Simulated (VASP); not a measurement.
# Ti23SnO48 (P1) in VASP: single point with r2SCAN

Aim: the single point of Ti23SnO48 with r2SCAN.

Program: VASP 6.6.1. These are calculated values, not measurements. Logs are shortened: lines on timing, memory, paths and dates and some standing lists are left out, and cuts for length are marked.

## 1. The cell of the first run

The typed cell holds 72 atoms: a = 9.204 Å, b = 9.204 Å, c = 8.852 Å, α = 90.00°, β = 90.00°, γ = 90.00°.

## 2. Single point, r2SCAN

The input, POSCAR:

```
Ti23SnO48
1.0
    9.2037270000      0.0000000000      0.0000000000
    0.0000000000      9.2040690000      0.0000000000
    0.0000000000      0.0000000000      8.8524200000
Ti Sn O
23 1 48
Direct
    0.0066970000      0.9933460000      0.0004390000
    0.9967500000      0.0019300000      0.3351890000
    0.0020430000      0.0082430000      0.6681370000
    0.9981090000      0.5008250000      0.9965210000
    0.0069920000      0.4956380000      0.3330460000
    0.0000540000      0.4990420000      0.6663210000
    0.4937500000      0.0055830000      0.0014750000
    0.5024690000      0.0002630000      0.3374030000
    0.5013890000      0.9971620000      0.6680360000
    0.5073350000      0.4940980000      0.9996410000
    0.4978570000      0.5026250000      0.3343730000
    0.4921440000      0.4984520000      0.6667410000
    0.2494470000      0.2504030000      0.1672210000
    0.2526590000      0.2470260000      0.4982940000
    0.2495580000      0.2516030000      0.8361160000
    0.2542480000      0.7477240000      0.1677350000
    0.2458830000      0.7553340000      0.5010390000
    0.2514710000      0.7460380000      0.8343040000
    0.7541790000      0.2477180000      0.1674670000
    0.7464870000      0.2551640000      0.5008940000
    0.7507850000      0.2461890000      0.8337660000
    0.7546410000      0.7447350000      0.5068580000
    0.7471480000      0.7539460000      0.8273200000
    0.7500170000      0.7501580000      0.1669500000
    0.1532210000      0.1525430000      0.9999580000
    0.1528690000      0.1530940000      0.3340800000
    0.1528340000      0.1530210000      0.6668520000
    0.1533360000      0.6518640000      0.0003840000
    0.1537300000      0.6513520000      0.3337840000
    0.1512240000      0.6532730000      0.6669440000
    0.6516330000      0.1533310000      0.0002360000
    0.6523600000      0.1529330000      0.3337250000
    0.6533360000      0.1512970000      0.6668600000
    0.6493960000      0.6482860000      0.9905390000
    0.6484700000      0.6491760000      0.3430940000
    0.6523020000      0.6521620000      0.6671870000
    0.3474430000      0.3469650000      0.0000210000
    0.3473580000      0.3471640000      0.3339430000
    0.3471050000      0.3473680000      0.6671590000
    0.3469780000      0.8483510000      0.0001450000
    0.3470440000      0.8482130000      0.3338980000
    0.3490940000      0.8465620000      0.6670580000
    0.8483870000      0.3468000000      0.0003210000
    0.8485790000      0.3468700000      0.3338630000
    0.8470630000      0.3486860000      0.6671390000
    0.8519030000      0.8508150000      0.9908030000
    0.8509860000      0.8515460000      0.3434070000
    0.8477430000      0.8479060000      0.6667210000
    0.0990390000      0.4011470000      0.1667850000
    0.0987230000      0.4019080000      0.5015540000
    0.0980990000      0.4016300000      0.8327550000
    0.0970110000      0.9016610000      0.1676290000
    0.0993260000      0.9038210000      0.5011920000
    0.0996720000      0.9037580000      0.8319160000
    0.5984050000      0.4030720000      0.1674060000
    0.5963060000      0.4007990000      0.5012200000
    0.5966250000      0.4005480000      0.8319650000
    0.5932860000      0.9070550000      0.1665490000
    0.5967690000      0.9029030000      0.4998970000
    0.5973300000      0.9031870000      0.8341980000
    0.4011620000      0.0987840000      0.1671840000
    0.4022060000      0.0983620000      0.5013160000
    0.4017410000      0.0982010000      0.8321600000
    0.4038140000      0.5982130000      0.1666280000
    0.4006980000      0.5961300000      0.5013130000
    0.4006650000      0.5961580000      0.8328270000
    0.9022180000      0.0966220000      0.1666700000
    0.9038630000      0.0995170000      0.5013760000
    0.9036950000      0.0992150000      0.8328820000
    0.9069320000      0.5931580000      0.1673790000
    0.9030260000      0.5965800000      0.4997790000
    0.9035150000      0.5971310000      0.8339260000
```

The input, INCAR.step1:

```
SYSTEM = Ti23SnO48
ALGO = Normal ; EDIFF = 1E-4
ENCUT = 520 ; GGA = PE
ISMEAR = -1 ; LASPH = .TRUE.
LCHARG = .FALSE. ; LREAL = Auto
LWAVE = .TRUE. ; NBANDS = 331
NELM = 100 ; PREC = Accurate
SIGMA = 0.05
```

The input, INCAR.step2:

```
SYSTEM = Ti23SnO48
ALGO = Normal ; EDIFF = 1E-6
ENCUT = 520 ; ISIF = 2
ISMEAR = -1 ; ISTART = 1
LASPH = .TRUE. ; LCHARG = .FALSE.
LMIXTAU = .TRUE. ; LREAL = Auto
LWAVE = .FALSE. ; METAGGA = R2SCAN
NBANDS = 331 ; NELM = 100
PREC = Accurate ; SIGMA = 0.05
```

The input, KPOINTS:

```
k-points
0
G
  1 1 1
  0 0 0
```

Potentials or basis: VASP PAW PBE potentials, release 64 (Ti_sv, Sn_d, O).

On the command line:

```sh
$ cat potpaw_PBE.64/Ti_sv/POTCAR potpaw_PBE.64/Sn_d/POTCAR potpaw_PBE.64/O/POTCAR > POTCAR
$ cp INCAR.step1 INCAR
$ mpirun -np 1 vasp_gam > vasp.out
$ cp INCAR.step2 INCAR
$ mpirun -np 1 vasp_gam > vasp.out
```

OUTCAR:

```text
SYSTEM = Ti23SnO48
   EDIFF = 1E-6
   ENCUT = 520
   ISIF = 2
   ISMEAR = -1
   ISTART = 1
   LASPH = .TRUE.
   LREAL = Auto
   METAGGA = R2SCAN
   NELM = 100
   PREC = Accurate

 ion  position               nearest neighbor table
   1  0.007  0.993  0.000-  52 1.90  54 1.91  46 1.94  25 1.99  67 2.00  69 2.01
   2  0.997  0.002  0.335-  68 1.92  47 1.93  67 1.93  53 1.97  52 1.98  26 2.00
   3  0.002  0.008  0.668-  69 1.91  68 1.92  27 1.92  54 1.96  53 1.98  48 2.05
   4  0.998  0.501  0.997-  72 1.90  70 1.93  51 1.94  43 1.98  28 1.99  49 1.99
   5  0.007  0.496  0.333-  49 1.91  50 1.92  70 1.95  29 1.97  71 1.99  44 2.00
   6  0.000  0.499  0.666-  50 1.94  71 1.94  51 1.95  72 1.95  45 1.97  30 1.99
[... 13 lines left out ...]
  20  0.746  0.255  0.501-  56 1.93  45 1.94  44 1.94  33 1.95  32 1.96  68 2.04
  21  0.751  0.246  0.834-  31 1.93  33 1.94  69 1.95  43 1.96  45 1.96  57 2.01
  22  0.755  0.745  0.507-  36 1.90  48 1.91  71 1.93  35 1.96  47 1.96  59 2.06  23 2.84  24 3.01

  23  0.747  0.754  0.827-  48 1.90  36 1.91  60 1.95  46 1.95  34 1.96  72 2.04  22 2.84  24 3.01

  24  0.750  0.750  0.167-  58 2.04  35 2.04  46 2.04  70 2.04  47 2.04  34 2.04  23 3.01  22 3.01

  25  0.153  0.153  1.000-  15 1.93  13 1.95   1 1.99
  26  0.153  0.153  0.334-  14 1.92  13 1.94   2 2.00
  27  0.153  0.153  0.667-   3 1.92  14 1.95  15 1.96
  28  0.153  0.652  0.000-  18 1.93  16 1.96   4 1.99
  29  0.154  0.651  0.334-  16 1.95  17 1.96   5 1.97
  30  0.151  0.653  0.667-  18 1.94  17 1.95   6 1.99
[... 40 lines left out ...]
  71  0.903  0.597  0.500-  22 1.93   6 1.94   5 1.99
  72  0.904  0.597  0.834-   4 1.90   6 1.95  23 2.04

  LATTYP: Found a simple orthorhombic cell.
 ALAT       =     8.8524200000
 B/A-ratio  =     1.0396848545
 C/A-ratio  =     1.0397234880

  Lattice vectors:

 A1 = (   0.0000000000,   0.0000000000,   8.8524200000)
 A2 = (   9.2037270000,   0.0000000000,   0.0000000000)
 A3 = (   0.0000000000,   9.2040690000,   0.0000000000)

Analysis of symmetry for initial positions (statically):
=====================================================================
 Subroutine PRICEL returns:
 Original cell was already a primitive cell.

 Routine SETGRP: Setting up the symmetry group for a
 simple orthorhombic supercell.

 Subroutine GETGRP returns: Found  1 space group operations
 (whereof  1 operations were pure point group operations)
 out of a pool of  8 trial point group operations.

The static configuration has the point symmetry C_1 .

Analysis of symmetry for dynamics (positions and initial velocities):
=====================================================================
 Subroutine PRICEL returns:
 Original cell was already a primitive cell.

 Routine SETGRP: Setting up the symmetry group for a
 simple orthorhombic supercell.

 Subroutine GETGRP returns: Found  1 space group operations
 (whereof  1 operations were pure point group operations)
 out of a pool of  8 trial point group operations.

The dynamic configuration has the point symmetry C_1 .

 Subroutine INISYM returns: Found  1 space group operations
 (whereof  1 operations are pure point group operations),
 and found     1 'primitive' translations

----------------------------------------------------------------------------------------

                                     Primitive cell

  volume of cell :     749.9039

  direct lattice vectors                    reciprocal lattice vectors
     9.203727000  0.000000000  0.000000000     0.108651636  0.000000000  0.000000000
     0.000000000  9.204069000  0.000000000     0.000000000  0.108647599  0.000000000
     0.000000000  0.000000000  8.852420000     0.000000000  0.000000000  0.112963461

  length of vectors
     9.203727000  9.204069000  8.852420000     0.108651636  0.108647599  0.112963461

  position of ions in fractional coordinates (direct lattice)
     0.006697000  0.993346000  0.000439000
     0.996750000  0.001930000  0.335189000
     0.002043000  0.008243000  0.668137000
     0.998109000  0.500825000  0.996521000
     0.006992000  0.495638000  0.333046000
     0.000054000  0.499042000  0.666321000
[... 64 lines left out ...]
     0.903026000  0.596580000  0.499779000
     0.903515000  0.597131000  0.833926000

  ion indices of the primitive-cell ions
   primitive index   ion index
                 1           1
                 2           2
                 3           3
                 4           4
                 5           5
                 6           6
[... 64 lines left out ...]
                71          71
                72          72

----------------------------------------------------------------------------------------

 KPOINTS: k-points

Automatic generation of k-mesh.
 Grid dimensions read from file:
 generate k-points for:    1    1    1

 Generating k-lattice:

  Cartesian coordinates                     Fractional coordinates (reciprocal lattice)
     0.108651636  0.000000000  0.000000000     1.000000000  0.000000000  0.000000000
     0.000000000  0.108647599  0.000000000     0.000000000  1.000000000  0.000000000
     0.000000000  0.000000000  0.112963461     0.000000000  0.000000000  1.000000000

  Length of vectors
     0.108651636  0.108647599  0.112963461

  Shift w.r.t. Gamma in fractional coordinates (k-lattice)
     0.000000000  0.000000000  0.000000000

 Subroutine IBZKPT returns following result:
 ===========================================

 Found      1 irreducible k-points:

 Following reciprocal coordinates:
            Coordinates               Weight
  0.000000  0.000000  0.000000      1.000000
   k-points           NKPTS =      1   k-points in BZ     NKDIM =      1   number of bands    NBANDS=    331
   number of dos      NEDOS =    301   number of ions     NIONS =     72
   total plane-waves  NPLWV = 343000
   dimension x,y,z NGX =    70 NGY =   70 NGZ =   70
   dimension x,y,z NGXF=   140 NGYF=  140 NGZF=  140
   ions per type =              23   1  48
   NGX,Y,Z   is equivalent  to a cutoff of  12.64, 12.64, 13.15 a.u.
   NGXF,Y,Z  is equivalent  to a cutoff of  25.29, 25.29, 26.29 a.u.
 SYSTEM =  Ti23SnO48
   PREC   = accura    normal or accurate (medium, high low for compatibility)
   ISTART =      1    job   : 0-new  1-cont  2-samecut
   ICHARG =      0    charge: 1-file 2-atom 10-const
   ISPIN  =      1    spin polarized calculation?
   LNONCOLLINEAR =      F non collinear calculations
   LSORBIT =      F    spin-orbit coupling
   LASPH  =      T    aspherical Exc in radial PAW
   ENCUT  =  520.0 eV  38.22 Ry    6.18 a.u.  17.11 17.11 16.46*2*pi/ulx,y,z
   NELM   =    100;   NELMIN=  2; NELMDL=  0     # of ELM steps
   EDIFF  = 0.1E-05   stopping-criterion for ELM
   LREAL  =      T    real-space projection
   EDIFFG = 0.1E-04   stopping-criterion for IOM
   NSW    =      0    number of steps for IOM
   IBRION =     -1    ionic relax: 0-MD 1-quasi-New 2-CG
   NFREE  =      0    steps in history (QN), initial steepest desc. (CG)
   ISIF   =      2    stress and relaxation
   ISYM   =      2    0-nonsym 1-usesym 2-fastsym
   POTIM  = 0.5000    time-step for ionic-motion
   TEBEG  =    0.0;   TEEND  =   0.0 temperature during run
   PSTRESS=    0.0 pullay stress
   NELECT =     578.0000    total number of electrons
   NUPDOWN=      -1.0000    fix difference up-down
   EMIN   =  10.00;   EMAX   =-10.00  energy-range for DOS
   EFERMI =   0.00;   METHOD = LEGACY
   ISMEAR =    -1;   SIGMA  =   0.05  broadening in eV -4-tet -1-fermi 0-gaus
   EFERMI_NEDOS =   21; number of points for ismear=-14 and -15
   IALGO  =     38    algorithm
   IMIX   =      4    mixing-type and parameters
     AMIX     =   0.40;   BMIX     =  1.00
     AMIX_MAG =   1.60;   BMIX_MAG =  1.00
  volume/ion in A,a.u.               =      10.42        70.29
  Fermi-wavevector in a.u.,A,eV,Ry     =   1.501005  2.836489 30.654158  2.253017
  Thomas-Fermi vector in A             =   2.612432
   LORBIT       =      0    0 simple, 1 ext, 2 COOP (PROOUT), +10 PAW based schemes
   METAGGA = R2SCAN    functional components
   LHFCALC =     F    Hartree Fock is set to
   AEXX    =    0.0000 exact exchange contribution
   IVDW    =     0    specifies the selected vdW correction
   LEPSILON=     F    determine dielectric tensor
   LRPA    =     F    only Hartree local field effects (RPA)
 non-spin polarized calculation
  energy-cutoff  :      520.00
  volume of cell :      749.90
 maximum number of plane-waves:     10083
 NGX is ok and might be reduce to    70
   NGX = 35   NGY = 35   NGZ = 33

 number of electron     578.0000014 magnetization

 Free energy of the ion-electron system (eV)
  ---------------------------------------------------
  ext. energy  EPLUGINS =         0.00000000
  ---------------------------------------------------
  free energy    TOTEN  =      -843.66726725 eV

  energy without entropy =     -843.66726725  energy(sigma->0) =     -843.66726725

 E-fermi :   5.7773     XC(G=0): -12.1760

 val. band max:        4.6645045367   @ k =   0.0000   0.0000   0.0000
 cond. band min:       6.9105910831   @ k =   0.0000   0.0000   0.0000
 fundamental gap:      2.2460865464
 Fermi energy:         5.7773276805

 k-point     1 :       0.0000    0.0000    0.0000
  band No.  band energies     occupation
      1     -54.4951      2.00000
      2     -54.4904      2.00000
      3     -54.4764      2.00000
      4     -54.4686      2.00000
      5     -54.4677      2.00000
      6     -54.4655      2.00000
[... 293 lines left out ...]
    300       7.3644      0.00000
    301       7.3953      0.00000
 [bands above 301 left out]

------------------------ aborting loop because EDIFF is reached ----------------------------------------

  FORCE on cell =-STRESS in cart. coord.  units (eV):
  Direction    XX          YY          ZZ          XY          YZ          ZX
  --------------------------------------------------------------------------------------
  -------------------------------------------------------------------------------------
  Total       10.5290196     10.5074363     23.9908281     -0.5218494     -0.0384230     -0.0551420
  in kB       22.4953581     22.4492451     51.2566497     -1.1149366     -0.0820912     -0.1178115
  external PRESSURE =      32.0670843 kB  Pullay stress =       0.0000000 kB

 VOLUME and BASIS-vectors are now :
 -----------------------------------------------------------------------------
  energy-cutoff  :      520.00
  volume of cell :      749.90
      direct lattice vectors                 reciprocal lattice vectors
     9.203727000  0.000000000  0.000000000     0.108651636  0.000000000  0.000000000
     0.000000000  9.204069000  0.000000000     0.000000000  0.108647599  0.000000000
     0.000000000  0.000000000  8.852420000     0.000000000  0.000000000  0.112963461

 POSITION                                       TOTAL-FORCE (eV/Angst)
 -----------------------------------------------------------------------------------
      0.06164      9.14283      0.00389        -0.023880      0.045146      0.002410
      9.17381      0.01776      2.96723         0.027644      0.017433     -0.000402
      0.01880      0.07587      5.91463         0.010286     -0.014219     -0.016579
      9.18632      4.60963      8.82162         0.039484     -0.024380      0.051229
      0.06435      4.56189      2.94826        -0.019847      0.004797     -0.012699
      0.00050      4.59322      5.89855        -0.003468      0.007745      0.012088
[... 64 lines left out ...]
      8.31120      5.49096      4.42425         0.009007      0.011594     -0.016958
      8.31571      5.49603      7.38226        -0.056778      0.037643     -0.024334
 -----------------------------------------------------------------------------------
    total drift:                               -0.020499      0.025615      0.023826

  FREE ENERGIE OF THE ION-ELECTRON SYSTEM (eV)
  ---------------------------------------------------
  free  energy   TOTEN  =      -843.6672672549 eV

  energy  without entropy=     -843.6672672539  energy(sigma->0) =     -843.66726725
```

Run time: 57 min. Hardware: 1 thread of Intel Xeon 8259CL, shared host; peak memory 0.84 GiB.

What came out:

| Quantity | Value |
| --- | --- |
| Free energy | -843.6673 eV |
| Pressure | 3.2 GPa |
| Largest force | 0.232 eV/Å |
| Band gap on the k mesh | 2.25 eV |

Forces in eV/Å, atoms in the order of the input:
```
Ti  -0.024  0.045  0.002
Ti   0.028  0.017  0.000
Ti   0.010 -0.014 -0.017
Ti   0.039 -0.024  0.051
Ti  -0.020  0.005 -0.013
Ti  -0.003  0.008  0.012
Ti   0.023 -0.017  0.015
Ti  -0.027  0.013 -0.018
Ti  -0.018  0.025 -0.008
Ti  -0.047  0.017  0.008
Ti  -0.006 -0.018 -0.016
Ti   0.017 -0.017  0.018
Ti   0.011 -0.005 -0.012
Ti  -0.014  0.027  0.019
Ti  -0.002 -0.024 -0.028
Ti  -0.022  0.015  0.001
Ti   0.018 -0.007  0.017
Ti  -0.009  0.008 -0.005
Ti  -0.015  0.013 -0.002
Ti   0.019 -0.020  0.014
Ti  -0.001  0.014  0.008
Ti  -0.042  0.029 -0.124
Ti   0.023 -0.021  0.120
Sn  -0.003 -0.007  0.000
O   -0.048 -0.041 -0.010
O   -0.054 -0.063  0.002
O   -0.013 -0.018  0.009
O   -0.048 -0.029  0.012
O   -0.051 -0.019 -0.001
O   -0.019 -0.032 -0.005
O   -0.027 -0.045  0.011
O   -0.034 -0.037 -0.006
O   -0.023 -0.034 -0.007
O    0.050  0.056  0.169
O    0.051  0.048 -0.159
O   -0.023 -0.021  0.001
O    0.056  0.054 -0.008
O    0.040  0.047  0.001
O    0.023  0.013 -0.011
O    0.036  0.029 -0.016
O    0.049  0.024 -0.017
O    0.020  0.030 -0.002
O    0.016  0.046 -0.018
O    0.036  0.040 -0.010
O    0.025  0.027  0.001
O   -0.044 -0.042  0.161
O   -0.061 -0.057 -0.179
O    0.034  0.022 -0.003
O    0.017 -0.017 -0.034
O    0.038 -0.050  0.012
O    0.039 -0.019  0.008
O    0.034 -0.053  0.047
O    0.004  0.008  0.000
O    0.040 -0.039 -0.028
O    0.057 -0.030  0.046
O    0.000 -0.003 -0.002
O    0.026 -0.047 -0.035
O    0.160 -0.167 -0.018
O    0.063 -0.044  0.011
O    0.007 -0.015  0.037
O   -0.024  0.031  0.033
O   -0.023  0.011  0.011
O   -0.040  0.044 -0.022
O   -0.011  0.020 -0.040
O   -0.044  0.043 -0.014
O   -0.009  0.008  0.043
O   -0.024  0.000 -0.034
O   -0.030  0.042 -0.010
O   -0.010  0.017  0.049
O   -0.148  0.154  0.027
O    0.009  0.012 -0.017
O   -0.057  0.038 -0.024
```

Levels at points of the mesh, in eV from the valence-band top:
```tsv
k point	band 286	band 287	band 288	band 289	band 290	band 291	band 292	band 293
(0.00, 0.00, 0.00)	-0.74	-0.53	-0.52	0.00	2.25	2.31	2.40	2.53
```

Caveat: the k points lie up to 0.71 Å⁻¹ apart; the PAW data sets were made with another functional, which shifts forces and pressure a little; spin-orbit coupling is left out, which moves the levels of the heavy elements; an odd mesh through Γ misses points on the zone boundary, where band edges can lie.
